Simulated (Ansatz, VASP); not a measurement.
## One calculation of ZnO, two programs

```
Zn O
1.0
     3.24940    0.00000    0.00000
    -1.62470    2.81406    0.00000
     0.00000    0.00000    5.20380
Zn O
2 2
Direct
  0.33333 0.66667 0.00111
  0.66667 0.33333 0.50111
  0.33333 0.66667 0.38189
  0.66667 0.33333 0.88189
```

Alike in both runs: functional LDA; k mesh 9 × 9 × 6; occupations gaussian, width 0.02 eV; no spin polarisation.

Ansatz relaxed the structure, and its values are those at the end. VASP's run is a single point on that final structure, the one shown.

|  | VASP | Ansatz |
| --- | --- | --- |
| version | VASP 6.6.1 | Ansatz 0.2.0 |
| potentials or method | VASP PAW LDA potentials, release 64 (Zn, O_h), cutoff 910 eV | scalar-relativistic, plane waves, PAW |
| valence electrons in the cell | 36 | 36 |

```tsv
	VASP	Ansatz	Ansatz less VASP
gap on the k mesh at the Fermi level (eV)	0.74	0.73	-0.014
least direct gap on the mesh (eV)	0.74	0.73	-0.014
```

Ansatz warns that its potentials were made for another functional, while VASP's fit it. LDA's correlation is that of Perdew and Zunger in VASP and of Perdew and Wang (1992) in Ansatz. Ansatz's warnings: stress scf threshold loose.

Noted on VASP's run: the cutoff is short for stress, so the pressure is rough.
